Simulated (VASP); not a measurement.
# BiTe in VASP: a series of runs, part 2 of 2

VASP 6.6.1.

**4. Single point, PBE (xy shear strain of +3 %)**

The input, INCAR:

```
SYSTEM = BiTe
ALGO = Normal
EDIFF = 1E-6
ENCUT = 520
GGA = PE
ISIF = 2
ISMEAR = -1
LASPH = .True.
LCHARG = .False.
LREAL = .False.
LWAVE = .False.
NBANDS = 18
NELM = 100
PREC = Accurate
SIGMA = 0.08
```

The input, KPOINTS:

```
k-points
0
Gamma
  10 10 10
  0 0 0
```

The input, POSCAR:

```
BiTe
1.0
    0.0485250000      3.2350000000      3.2350000000
    3.2350000000      0.0485250000      3.2350000000
    3.2835250000      3.2835250000      0.0000000000
Bi Te
1 1
Direct
    0.0000000000      0.0000000000      0.0000000000
    0.5000000000      0.5000000000      0.5000000000
```

Potentials or basis: VASP PAW PBE potentials, release 64 (Bi_d, Te).

Started as:

```bash
$ cat potpaw_PBE.64/Bi_d/POTCAR potpaw_PBE.64/Te/POTCAR > POTCAR
$ mpirun -np 1 vasp_std > vasp.out
```

OUTCAR:

```text
SYSTEM = BiTe
   EDIFF = 1E-6
   ENCUT = 520
   GGA = PE
   ISIF = 2
   ISMEAR = -1
   LASPH = .True.
   LREAL = .False.
   NELM = 100
   PREC = Accurate

 ion  position               nearest neighbor table
   1  0.000  0.000  0.000-   2 3.23   2 3.23   2 3.24   2 3.24   2 3.24   2 3.24
   2  0.500  0.500  0.500-   1 3.23   1 3.23   1 3.24   1 3.24   1 3.24   1 3.24

  LATTYP: Found a body centered orthorhombic cell.
 ALAT       =     4.5063561612
 B/A-ratio  =     1.0304568528
 C/A-ratio  =     1.4357498095

  Lattice vectors:

 A1 = (   3.2350000000,   0.0485250000,  -3.2350000000)
 A2 = (  -3.2350000000,  -0.0485250000,  -3.2350000000)
 A3 = (   0.0485250000,   3.2350000000,   3.2350000000)

Analysis of symmetry for initial positions (statically):
=====================================================================
 Subroutine PRICEL returns:
 Original cell was already a primitive cell.

 Routine SETGRP: Setting up the symmetry group for a
 body centered orthorhombic supercell.

 Subroutine GETGRP returns: Found  8 space group operations
 (whereof  8 operations were pure point group operations)
 out of a pool of  8 trial point group operations.

The static configuration has the point symmetry D_2h.

Analysis of symmetry for dynamics (positions and initial velocities):
=====================================================================
 Subroutine PRICEL returns:
 Original cell was already a primitive cell.

 Routine SETGRP: Setting up the symmetry group for a
 body centered orthorhombic supercell.

 Subroutine GETGRP returns: Found  8 space group operations
 (whereof  8 operations were pure point group operations)
 out of a pool of  8 trial point group operations.
[... 112 lines left out ...]
   NELECT =      21.0000    total number of electrons
   NUPDOWN=      -1.0000    fix difference up-down
   EMIN   =  10.00;   EMAX   =-10.00  energy-range for DOS
   EFERMI =   0.00;   METHOD = LEGACY
   ISMEAR =    -1;   SIGMA  =   0.08  broadening in eV -4-tet -1-fermi 0-gaus
   EFERMI_NEDOS =   21; number of points for ismear=-14 and -15
   IALGO  =     38    algorithm
   IMIX   =      4    mixing-type and parameters
     AMIX     =   0.40;   BMIX     =  1.00
     AMIX_MAG =   1.60;   BMIX_MAG =  1.00
  volume/ion in A,a.u.               =      33.85       228.41
  Fermi-wavevector in a.u.,A,eV,Ry     =   1.108229  2.094249 16.710291  1.228172
  Thomas-Fermi vector in A             =   2.244754
   LORBIT       =      0    0 simple, 1 ext, 2 COOP (PROOUT), +10 PAW based schemes
   GGA     = PE    functional components
   LHFCALC =     F    Hartree Fock is set to
   AEXX    =    0.0000 exact exchange contribution
   IVDW    =     0    specifies the selected vdW correction
   LEPSILON=     F    determine dielectric tensor
   LRPA    =     F    only Hartree local field effects (RPA)
 non-spin polarized calculation
  energy-cutoff  :      520.00
  volume of cell :       67.69
 maximum number of plane-waves:      1849
 NGX is ok and might be reduce to    36
   NGX = 17   NGY = 17   NGZ = 17

 number of electron      21.0000001 magnetization

 Free energy of the ion-electron system (eV)
  ---------------------------------------------------
  ext. energy  EPLUGINS =         0.00000000
  ---------------------------------------------------
  free energy    TOTEN  =        -7.18732603 eV

  energy without entropy =       -7.15688668  energy(sigma->0) =       -7.17210636

 E-fermi :   6.6639     XC(G=0):  -9.4358

 val. band max:        6.6614551991   @ k =   0.3000   0.0000   0.0000
 cond. band min:       6.6655245629   @ k =  -0.1000   0.0000   0.2000
 fundamental gap:      0.0040693638
 Fermi energy:         6.6639131097

 k-point     1 :       0.0000    0.0000    0.0000
  band No.  band energies     occupation
      1     -16.5023      2.00000
      2     -16.5016      2.00000
      3     -16.5010      2.00000
      4     -16.4972      2.00000
      5     -16.4950      2.00000
      6      -6.8704      2.00000
[... 481 lines left out ...]
      5     -16.4874      2.00000
      6      -5.5572      2.00000
[... 10 lines left out ...]
     17      15.5395      0.00000
     18      15.6967      0.00000

 [... further k-points ...]

------------------------ aborting loop because EDIFF is reached ----------------------------------------

  FORCE on cell =-STRESS in cart. coord.  units (eV):
  Direction    XX          YY          ZZ          XY          YZ          ZX
  --------------------------------------------------------------------------------------
  -------------------------------------------------------------------------------------
  Total        0.2945793      0.2945793      0.2959416      0.0149312      0.0000000      0.0000000
  in kB        6.9720053      6.9720053      7.0042480      0.3533878      0.0000000      0.0000000
  external PRESSURE =       6.9827528 kB  Pullay stress =       0.0000000 kB

 VOLUME and BASIS-vectors are now :
 -----------------------------------------------------------------------------
  energy-cutoff  :      520.00
  volume of cell :       67.69
      direct lattice vectors                 reciprocal lattice vectors
     0.048525000  3.235000000  3.235000000    -0.156913203  0.156913203  0.154559505
     3.235000000  0.048525000  3.235000000     0.156913203 -0.156913203  0.154559505
     3.283525000  3.283525000  0.000000000     0.152275375  0.152275375 -0.154559505

 POSITION                                       TOTAL-FORCE (eV/Angst)
 -----------------------------------------------------------------------------------
      0.00000      0.00000      0.00000         0.000000     -0.000000      0.000000
      3.28353      3.28353      3.23500        -0.000000      0.000000      0.000000
 -----------------------------------------------------------------------------------
    total drift:                               -0.000000      0.000000      0.000000

  FREE ENERGIE OF THE ION-ELECTRON SYSTEM (eV)
  ---------------------------------------------------
  free  energy   TOTEN  =        -7.1873260296 eV

  energy  without entropy=       -7.1568866810  energy(sigma->0) =       -7.17210636
```

OSZICAR:

```text
N       E                     dE             d eps       ncg     rms          rms(c)
DAV:   1     0.157720222156E+03    0.15772E+03   -0.98715E+03  6180   0.112E+03
DAV:   2     0.484840667658E+01   -0.15287E+03   -0.14894E+03  6548   0.304E+02
DAV:   3    -0.686624657253E+01   -0.11715E+02   -0.11557E+02  7520   0.888E+01
DAV:   4    -0.719699660177E+01   -0.33075E+00   -0.32990E+00  7552   0.158E+01
DAV:   5    -0.721118189867E+01   -0.14185E-01   -0.14184E-01  8538   0.313E+00    0.638E+00
DAV:   6    -0.718316340970E+01    0.28018E-01   -0.97017E-02  8744   0.189E+00    0.393E+00
DAV:   7    -0.718738090092E+01   -0.42175E-02   -0.27212E-02  6898   0.847E-01    0.580E-01
DAV:   8    -0.718719461594E+01    0.18628E-03   -0.42456E-03  7682   0.436E-01    0.118E-01
DAV:   9    -0.718732507004E+01   -0.13045E-03   -0.39863E-04  7052   0.120E-01    0.407E-02
DAV:  10    -0.718732596726E+01   -0.89723E-06   -0.13499E-05  8282   0.227E-02    0.282E-02
DAV:  11    -0.718732602960E+01   -0.62332E-07   -0.75607E-06  6646   0.164E-02
   1 F= -.71873260E+01 E0= -.71721064E+01  d E =-.304393E-01
```

stdout:

```text
POSCAR found type information on POSCAR BiTe
 POSCAR found :  2 types and       2 ions
 scaLAPACK will be used
 LDA part: xc-table for (Slater+PW92), standard interpolation
 POSCAR, INCAR and KPOINTS ok, starting setup
 FFT: planning ... GRIDC
 FFT: planning ... GRID_SOFT
 FFT: planning ... GRID
 WAVECAR not read
 entering main loop
```

Wall time 88 s (1 thread of Intel Xeon Platinum 8488C (Sapphire Rapids), shared host); peak memory 0.35 GiB.

What came out:

| Property | Result |
| --- | --- |
| Free energy | -7.1873 eV |
| Pressure | 0.7 GPa |
| Band gap on the k mesh | zero (an odd number of electrons rules out a gap without spin polarisation) |

Caveat: the cell differs from its parent crystal (xy shear strain of +3 %); spin-orbit coupling is left out, which moves the levels of the heavy elements.

**5. Single point, PBE (atom 1 (Bi) moved by [0.021213, 0.021213, 0.0] A)**

The input, INCAR:

```
ALGO = Normal
EDIFF = 1E-6
ENCUT = 520
GGA = PE
ISIF = 2
ISMEAR = -1
LASPH = T
LCHARG = F
LREAL = F
LWAVE = F
NBANDS = 18
NELM = 100
PREC = Accurate
SIGMA = 0.08
```

The input, KPOINTS:

```
k-points
0
Gamma
  10 10 10
```

The input, POSCAR:

```
BiTe
1.0
    0.0000000000      3.2350000000      3.2350000000
    3.2350000000      0.0000000000      3.2350000000
    3.2350000000      3.2350000000      0.0000000000
Bi Te
1 1
Direct
    0.0000000000      0.0000000000      0.0065573416
    0.5000000000      0.5000000000      0.5000000000
```

Started as:

```bash
$ cat potpaw_PBE.64/Bi_d/POTCAR potpaw_PBE.64/Te/POTCAR > POTCAR
$ mpirun -np 1 vasp_std > vasp.out
```

It took 95 s on 1 thread of Intel Xeon Platinum 8488C (Sapphire Rapids), shared host; peak memory 0.35 GiB.

It converged, with:

```
Free energy            : -7.1860 eV
Pressure               : 0.7 GPa
Largest force          : 0.077 eV/Å
Band gap on the k mesh : zero (an odd number of electrons rules out a gap without spin polarisation)
```

Forces on the atoms (eV/Å):
```
Bi  -0.055 -0.055  0.000
Te   0.055  0.055  0.000
```

Levels at points of the mesh, in eV from the Fermi level:
```
           k point  band 8  band 9  band 10  band 11  band 12  band 13
(0.00, 0.00, 0.00)   -2.56   -2.55    -2.55     2.14     2.14     2.15
(0.50, 0.00, 0.00)   -1.93   -1.93    -1.61    -0.82    -0.63    -0.63
(0.00, 0.00, 0.50)   -1.93   -1.93    -1.61    -0.82    -0.63    -0.63
(0.50, 0.50, 0.00)   -5.67   -4.02    -4.02     2.22     3.58     3.59
(0.00, 0.50, 0.50)   -5.66   -4.02    -4.02     2.23     3.58     3.59
```

Caveat: the cell differs from its parent crystal (atom 1 (Bi) moved by [0.021213, 0.021213, 0.0] A); spin-orbit coupling is left out, which moves the levels of the heavy elements.

**6. The runs side by side**

```tsv
spin	cell	gap on the mesh (eV)	pressure (GPa)
non-collinear, zero start, SOC	a = 4.575 Å, angles 60.0°, 2 atoms, atomic positions A	-	1.9
off	a = 4.575, b = 4.575, c = 4.483 Å, angles 60.7, 60.7, 61.3°, 2 atoms, atomic positions A	none	0.7
off	a = 4.575, b = 4.575, c = 4.644 Å, angles 59.5, 59.5, 59.0°, 2 atoms, atomic positions A	none	0.7
off	a = 4.575 Å, angles 60.0°, 2 atoms, atomic positions B	none	0.7
```

Alike in all rows: task single point; level PBE; potentials or basis VASP PAW PBE potentials, release 64 (Bi_d, Te); k mesh 10 × 10 × 10; cutoff (eV) 520; smearing fermi-dirac 0.08 eV.

Caveats: spin-orbit coupling is left out, which moves the levels of the heavy elements (at least some runs).

Total energies depend on the potentials used, so only differences within one code and one set of settings carry meaning.
